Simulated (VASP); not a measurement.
# MoS2 (P-3m1) in VASP: further runs

MoS2 is run at these levels: PBE, r2SCAN; tasks: single point.

All numbers are computed with VASP 6.6.1; they aren't measurements. Logs are shortened: lines on timing, memory, paths and dates and some standing lists are left out, and cuts for length are marked.

## Step 1: The cell of the first run

It takes space group P-3m1 (No. 164, trigonal). The conventional cell has a = 3.220 Å, b = 3.220 Å, c = 5.945 Å, α = 90.00°, β = 90.00°, γ = 120.00°. Mo (site symmetry -3m) has 6 S at 2.42 Å within 3.2 Å. S (site symmetry 3m) has 3 Mo at 2.42 Å within 3.2 Å.

## Step 2: Single point, PBE

Input file INCAR:

```
  PREC = Accurate
  ENCUT = 520
  EDIFF = 1E-7
  ISMEAR = -1
  SIGMA = 0.02
  LREAL = False
  LASPH = True
  NELM = 60
  ALGO = Normal
  ISIF = 2
  LWAVE = False
  LCHARG = True
  GGA = PE
  LELF = True
  LVHAR = True
  NBANDS = 20
```

Input file KPOINTS:

```
regular mesh
0
Gamma
  6 6 4
```

Input file POSCAR:

```
MoS2
1.0
    3.2202374436      0.0000000000      0.0000000000
   -1.6101187218      2.7888074324      0.0000000000
    0.0000000000      0.0000000000      5.9450268531
Mo S
1 2
Direct
    0.0000000000      0.0000000000      0.0000000000
    0.3333333333      0.6666666667      0.2600310815
    0.6666666667      0.3333333333      0.7399689185
```

Potentials or basis: VASP PAW PBE potentials, release 64 (Mo_sv, S).

Started as:

```bash
> cat potpaw_PBE.64/Mo_sv/POTCAR potpaw_PBE.64/S/POTCAR > POTCAR
> mpirun -np 1 vasp_std > vasp.out
```

OUTCAR:

```text
PREC = Accurate
   ENCUT = 520
   EDIFF = 1E-7
   ISMEAR = -1
   LREAL = False
   LASPH = True
   NELM = 60
   ISIF = 2
   GGA = PE

 ion  position               nearest neighbor table
   1  0.000  0.000  0.000-   2 2.42   3 2.42   3 2.42   2 2.42   3 2.42   2 2.42
   2  0.333  0.667  0.260-   1 2.42   1 2.42   1 2.42
   3  0.667  0.333  0.740-   1 2.42   1 2.42   1 2.42

  LATTYP: Found a hexagonal cell.
 ALAT       =     3.2202374436
 C/A-ratio  =     1.8461454962

  Lattice vectors:

 A1 = (   3.2202374436,   0.0000000000,   0.0000000000)
 A2 = (  -1.6101187218,   2.7888074324,   0.0000000000)
 A3 = (   0.0000000000,   0.0000000000,   5.9450268531)

Analysis of symmetry for initial positions (statically):
=====================================================================
 Subroutine PRICEL returns:
 Original cell was already a primitive cell.

 Routine SETGRP: Setting up the symmetry group for a
 hexagonal supercell.

 Subroutine GETGRP returns: Found 12 space group operations
 (whereof 12 operations were pure point group operations)
 out of a pool of 24 trial point group operations.

The static configuration has the point symmetry D_3d.

Analysis of symmetry for dynamics (positions and initial velocities):
=====================================================================
 Subroutine PRICEL returns:
 Original cell was already a primitive cell.

 Routine SETGRP: Setting up the symmetry group for a
 hexagonal supercell.

 Subroutine GETGRP returns: Found 12 space group operations
 (whereof 12 operations were pure point group operations)
 out of a pool of 24 trial point group operations.

The dynamic configuration has the point symmetry D_3d.

 Subroutine INISYM returns: Found 12 space group operations
 (whereof 12 operations are pure point group operations),
 and found     1 'primitive' translations

----------------------------------------------------------------------------------------

                                     Primitive cell

  volume of cell :      53.3900

  direct lattice vectors                    reciprocal lattice vectors
     3.220237444  0.000000000  0.000000000     0.310536107  0.179288105  0.000000000
    -1.610118722  2.788807432  0.000000000     0.000000000  0.358576210  0.000000000
     0.000000000  0.000000000  5.945026853     0.000000000  0.000000000  0.168207819

  length of vectors
     3.220237444  3.220237444  5.945026853     0.358576210  0.358576210  0.168207819

  position of ions in fractional coordinates (direct lattice)
     0.000000000  0.000000000  0.000000000
     0.333333333  0.666666667  0.260031082
     0.666666667  0.333333333  0.739968918

  ion indices of the primitive-cell ions
   primitive index   ion index
                 1           1
                 2           2
                 3           3

----------------------------------------------------------------------------------------

 KPOINTS: regular mesh

Automatic generation of k-mesh.
 Grid dimensions read from file:
 generate k-points for:    6    6    4

 Generating k-lattice:

  Cartesian coordinates                     Fractional coordinates (reciprocal lattice)
     0.051756018  0.029881351  0.000000000     0.166666667 -0.000000000  0.000000000
     0.000000000  0.059762702  0.000000000     0.000000000  0.166666667  0.000000000
     0.000000000  0.000000000  0.042051955     0.000000000  0.000000000  0.250000000

  Length of vectors
     0.059762702  0.059762702  0.042051955

  Shift w.r.t. Gamma in fractional coordinates (k-lattice)
     0.000000000  0.000000000  0.000000000

 Subroutine IBZKPT returns following result:
 ===========================================

 Found     24 irreducible k-points:

 Following reciprocal coordinates:
            Coordinates               Weight
  0.000000  0.000000  0.000000      1.000000
  0.166667  0.000000  0.000000      6.000000
  0.333333  0.000000  0.000000      6.000000
  0.500000  0.000000  0.000000      3.000000
  0.166667  0.166667  0.000000      6.000000
  0.333333  0.166667  0.000000     12.000000
[... 16 lines left out ...]
  0.333333  0.166667  0.500000     12.000000
  0.333333  0.333333  0.500000      2.000000
   k-points           NKPTS =     24   k-points in BZ     NKDIM =     24   number of bands    NBANDS=     20
   number of dos      NEDOS =    301   number of ions     NIONS =      3
   total plane-waves  NPLWV =  27648
   dimension x,y,z NGX =    24 NGY =   24 NGZ =   48
   dimension x,y,z NGXF=    48 NGYF=   48 NGZF=   96
   ions per type =               1   2
   NGX,Y,Z   is equivalent  to a cutoff of  12.39, 12.39, 13.42 a.u.
   NGXF,Y,Z  is equivalent  to a cutoff of  24.78, 24.78, 26.85 a.u.
 SYSTEM =  unknown system
   PREC   = accura    normal or accurate (medium, high low for compatibility)
   ISTART =      0    job   : 0-new  1-cont  2-samecut
   ICHARG =      2    charge: 1-file 2-atom 10-const
   ISPIN  =      1    spin polarized calculation?
   LNONCOLLINEAR =      F non collinear calculations
   LSORBIT =      F    spin-orbit coupling
   LASPH  =      T    aspherical Exc in radial PAW
   ENCUT  =  520.0 eV  38.22 Ry    6.18 a.u.   5.99  5.99 11.05*2*pi/ulx,y,z
   NELM   =     60;   NELMIN=  2; NELMDL= -5     # of ELM steps
   EDIFF  = 0.1E-06   stopping-criterion for ELM
   LREAL  =      F    real-space projection
   EDIFFG = 0.1E-05   stopping-criterion for IOM
   NSW    =      0    number of steps for IOM
   IBRION =     -1    ionic relax: 0-MD 1-quasi-New 2-CG
   NFREE  =      0    steps in history (QN), initial steepest desc. (CG)
   ISIF   =      2    stress and relaxation
   ISYM   =      2    0-nonsym 1-usesym 2-fastsym
   POTIM  = 0.5000    time-step for ionic-motion
   TEBEG  =    0.0;   TEEND  =   0.0 temperature during run
   PSTRESS=    0.0 pullay stress
   NELECT =      26.0000    total number of electrons
   NUPDOWN=      -1.0000    fix difference up-down
   EMIN   =  10.00;   EMAX   =-10.00  energy-range for DOS
   EFERMI =   0.00;   METHOD = LEGACY
   ISMEAR =    -1;   SIGMA  =   0.02  broadening in eV -4-tet -1-fermi 0-gaus
   EFERMI_NEDOS =   21; number of points for ismear=-14 and -15
   IALGO  =     38    algorithm
   IMIX   =      4    mixing-type and parameters
     AMIX     =   0.40;   BMIX     =  1.00
     AMIX_MAG =   1.60;   BMIX_MAG =  1.00
  volume/ion in A,a.u.               =      17.80       120.10
  Fermi-wavevector in a.u.,A,eV,Ry     =   1.287990  2.433948 22.570957  1.658919
  Thomas-Fermi vector in A             =   2.419971
   LORBIT       =      0    0 simple, 1 ext, 2 COOP (PROOUT), +10 PAW based schemes
   GGA     = PE    functional components
   LHFCALC =     F    Hartree Fock is set to
   AEXX    =    0.0000 exact exchange contribution
   IVDW    =     0    specifies the selected vdW correction
   LEPSILON=     F    determine dielectric tensor
   LRPA    =     F    only Hartree local field effects (RPA)
 non-spin polarized calculation
  energy-cutoff  :      520.00
  volume of cell :       53.39
 maximum number of plane-waves:      1482
   NGX = 11   NGY = 11   NGZ = 23

 number of electron      26.0000004 magnetization

 Free energy of the ion-electron system (eV)
  ---------------------------------------------------
  ext. energy  EPLUGINS =         0.00000000
  ---------------------------------------------------
  free energy    TOTEN  =       -21.00054262 eV

  energy without entropy =      -20.99977085  energy(sigma->0) =      -21.00015674

 E-fermi :   7.7160     XC(G=0): -10.8868

 val. band max:        7.5258491274   @ k =   0.0000   0.0000   0.2500
 cond. band min:       7.7485413390   @ k =   0.1667   0.1667   0.5000
 fundamental gap:      0.2226922116
 Fermi energy:         7.7160443131

 k-point     1 :       0.0000    0.0000    0.0000
  band No.  band energies     occupation
      1     -54.0731      2.00000
      2     -28.0984      2.00000
      3     -28.0777      2.00000
      4     -28.0777      2.00000
      5      -7.2448      2.00000
      6      -5.5548      2.00000
[... 12 lines left out ...]
     19      14.3297      0.00000
     20      17.2292      0.00000

 k-point     2 :       0.1667    0.0000    0.0000
  band No.  band energies     occupation
      1     -54.0650      2.00000
      2     -28.1619      2.00000
      3     -28.0971      2.00000
      4     -28.0818      2.00000
      5      -6.8362      2.00000
      6      -5.4858      2.00000
[... 12 lines left out ...]
     19      15.5046      0.00000
     20      16.7715      0.00000

 k-point     3 :       0.3333    0.0000    0.0000
  band No.  band energies     occupation
      1     -54.0489      2.00000
      2     -28.3269      2.00000
      3     -28.1355      2.00000
      4     -28.0484      2.00000
      5      -5.8942      2.00000
      6      -5.2938      2.00000
[... 12 lines left out ...]
     19      14.8903      0.00000
     20      15.9891      0.00000

 k-point     4 :       0.5000    0.0000    0.0000
  band No.  band energies     occupation
      1     -54.0408      2.00000
      2     -28.4078      2.00000
      3     -28.1546      2.00000
      4     -28.0317      2.00000
      5      -5.5097      2.00000
      6      -4.9353      2.00000
[... 12 lines left out ...]
     19      14.9203      0.00000
     20      16.0448      0.00000

 k-point     5 :       0.1667    0.1667    0.0000
  band No.  band energies     occupation
      1     -54.0529      2.00000
      2     -28.2702      2.00000
      3     -28.1423      2.00000
      4     -28.0567      2.00000
      5      -6.1341      2.00000
      6      -5.3704      2.00000
[... 12 lines left out ...]
     19      16.1864      0.00000
     20      16.6374      0.00000

 k-point     6 :       0.3333    0.1667    0.0000
  band No.  band energies     occupation
      1     -54.0408      2.00000
      2     -28.3656      2.00000
      3     -28.1982      2.00000
      4     -28.0318      2.00000
      5      -5.3828      2.00000
      6      -5.0909      2.00000
[... 12 lines left out ...]
     19      15.2262      0.00000
     20      16.4172      0.00000

 k-point     7 :       0.3333    0.3333    0.0000
  band No.  band energies     occupation
      1     -54.0367      2.00000
      2     -28.3076      2.00000
      3     -28.3076      2.00000
      4     -28.0235      2.00000
      5      -5.0383      2.00000
      6      -5.0383      2.00000
[... 12 lines left out ...]
     19      17.0732      0.00000
     20      17.0732      0.00000
[... 277 lines left out ...]
 k-point    20 :       0.3333    0.0000    0.5000
  band No.  band energies     occupation
      1     -54.0489      2.00000
      2     -28.3269      2.00000
      3     -28.1355      2.00000
      4     -28.0485      2.00000
      5      -5.8020      2.00000
      6      -5.3894      2.00000
[... 12 lines left out ...]
     19      14.4001      0.00000
     20      16.3377      0.00000

 k-point    21 :       0.5000    0.0000    0.5000
  band No.  band energies     occupation
      1     -54.0408      2.00000
      2     -28.4078      2.00000
      3     -28.1546      2.00000
      4     -28.0317      2.00000
      5      -5.6400      2.00000
      6      -4.7521      2.00000
[... 12 lines left out ...]
     19      13.8894      0.00000
     20      14.2913      0.00000

 k-point    22 :       0.1667    0.1667    0.5000
  band No.  band energies     occupation
      1     -54.0529      2.00000
      2     -28.2701      2.00000
      3     -28.1423      2.00000
      4     -28.0568      2.00000
      5      -5.7946      2.00000
      6      -5.7513      2.00000
[... 12 lines left out ...]
     19      16.2203      0.00000
     20      16.7612      0.00000

 k-point    23 :       0.3333    0.1667    0.5000
  band No.  band energies     occupation
      1     -54.0408      2.00000
      2     -28.3656      2.00000
      3     -28.1982      2.00000
      4     -28.0318      2.00000
      5      -5.4818      2.00000
      6      -4.9721      2.00000
[... 12 lines left out ...]
     19      15.1473      0.00000
     20      16.1913      0.00000

 k-point    24 :       0.3333    0.3333    0.5000
  band No.  band energies     occupation
      1     -54.0368      2.00000
      2     -28.3076      2.00000
      3     -28.3076      2.00000
      4     -28.0235      2.00000
      5      -5.0467      2.00000
      6      -5.0467      2.00000
[... 12 lines left out ...]
     19      15.5396      0.00000
     20      15.5396      0.00000

------------------------ aborting loop because EDIFF is reached ----------------------------------------

  FORCE on cell =-STRESS in cart. coord.  units (eV):
  Direction    XX          YY          ZZ          XY          YZ          ZX
  --------------------------------------------------------------------------------------
  -------------------------------------------------------------------------------------
  Total        0.4410776      0.4410776      1.3215701      0.0000000      0.0000000      0.0000000
  in kB       13.2362608     13.2362608     39.6588901      0.0000000      0.0000000      0.0000000
  external PRESSURE =      22.0438039 kB  Pullay stress =       0.0000000 kB

 VOLUME and BASIS-vectors are now :
 -----------------------------------------------------------------------------
  energy-cutoff  :      520.00
  volume of cell :       53.39
      direct lattice vectors                 reciprocal lattice vectors
     3.220237444  0.000000000  0.000000000     0.310536107  0.179288105  0.000000000
    -1.610118722  2.788807432  0.000000000     0.000000000  0.358576210  0.000000000
     0.000000000  0.000000000  5.945026853     0.000000000  0.000000000  0.168207819

 POSITION                                       TOTAL-FORCE (eV/Angst)
 -----------------------------------------------------------------------------------
      0.00000      0.00000      0.00000         0.000000      0.000000      0.000000
     -0.00000      1.85920      1.54589        -0.000000     -0.000000      0.130989
      1.61012      0.92960      4.39914         0.000000      0.000000     -0.130989
 -----------------------------------------------------------------------------------
    total drift:                               -0.000000     -0.000000      0.000000

  FREE ENERGIE OF THE ION-ELECTRON SYSTEM (eV)
  ---------------------------------------------------
  free  energy   TOTEN  =       -21.0005426195 eV

  energy  without entropy=      -20.9997708519  energy(sigma->0) =      -21.00015674
```

It took 13 s on 1 thread of Intel Xeon Platinum 8559C (Emerald Rapids), shared host; peak memory 0.17 GiB.

Results:

- Free energy: -21.0005 eV
- Pressure: 2.2 GPa
- Largest force: 0.131 eV/Å
- Band gap on the k mesh: zero (band 13 reaches 8.37 eV, above the bottom of band 14 at 7.29 eV)

Forces on the atoms (eV/Å):
```
Mo   0.000  0.000  0.000
S    0.000  0.000  0.131
S    0.000  0.000 -0.131
```

Stress tensor (GPa, compression positive):
```
1.32 0.00 0.00
0.00 1.32 0.00
0.00 0.00 3.97
```

Caveat: the k points lie up to 0.38 Å⁻¹ apart; this functional lacks dispersion, which binds the layers, so the pressure and a relaxed spacing across them are unreliable.

## Step 3: Single point, r2SCAN

POSCAR is that of step 2.

Input file INCAR.step1:

```
  PREC = Accurate
  ENCUT = 520
  ISMEAR = -1
  SIGMA = 0.02
  LREAL = False
  LASPH = True
  NELM = 60
  NBANDS = 20
  GGA = PE
  ALGO = Normal
  EDIFF = 1E-4
  LWAVE = True
  LCHARG = False
```

Input file INCAR.step2:

```
  PREC = Accurate
  ENCUT = 520
  EDIFF = 1E-6
  ISMEAR = -1
  SIGMA = 0.02
  LREAL = False
  LASPH = True
  NELM = 60
  ALGO = Normal
  ISIF = 2
  LWAVE = False
  LCHARG = False
  METAGGA = R2SCAN
  LMIXTAU = True
  NBANDS = 20
  ISTART = 1
```

Input file KPOINTS:

```
Automatic mesh
0
Gamma
  6 6 4
```

Potentials or basis: VASP PAW PBE potentials, release 64 (Mo_sv, S).

Started as:

```bash
> cat potpaw_PBE.64/Mo_sv/POTCAR potpaw_PBE.64/S/POTCAR > POTCAR
> cp INCAR.step1 INCAR
> mpirun -np 1 vasp_std > vasp.out
> cp INCAR.step2 INCAR
> mpirun -np 1 vasp_std > vasp.out
```

It took 49 s on 1 thread of Intel Xeon Platinum 8559C (Emerald Rapids), shared host; peak memory 0.18 GiB.

The run converged. Its results:

```
Free energy            : -44.1708 eV
Pressure               : 1.3 GPa
Largest force          : 0.085 eV/Å
Band gap on the k mesh : zero (band 13 reaches 8.37 eV, above the bottom of band 14 at 7.12 eV)
```

Forces on the atoms (eV/Å):
```
Mo   0.000  0.000  0.000
S    0.000  0.000 -0.085
S    0.000  0.000  0.085
```

Stress tensor (GPa, compression positive):
```
1.16 0.00 0.00
0.00 1.16 0.00
0.00 0.00 1.53
```

Levels at points of the mesh, in eV from the Fermi level:
```
           k point  band 9  band 10  band 11  band 12  band 13  band 14  band 15  band 16  band 17  band 18
(0.00, 0.00, 0.00)   -4.29    -1.55    -1.17    -1.01    -1.01    -0.39    -0.39     3.22     3.22     6.49
(0.50, 0.00, 0.00)   -5.04    -4.35    -3.67    -2.04    -1.72     0.99     1.82     3.91     3.91     6.22
(0.00, 0.00, 0.50)   -4.27    -4.12    -1.02    -1.02    -0.55    -0.55     0.15     3.57     3.57     6.70
(0.50, 0.00, 0.50)   -5.07    -4.47    -2.37    -2.29    -1.70     0.99     1.85     3.27     4.83     5.19
```

Caveat: the k points lie up to 0.38 Å⁻¹ apart; the PAW data sets were made with another functional, which shifts forces and pressure a little.
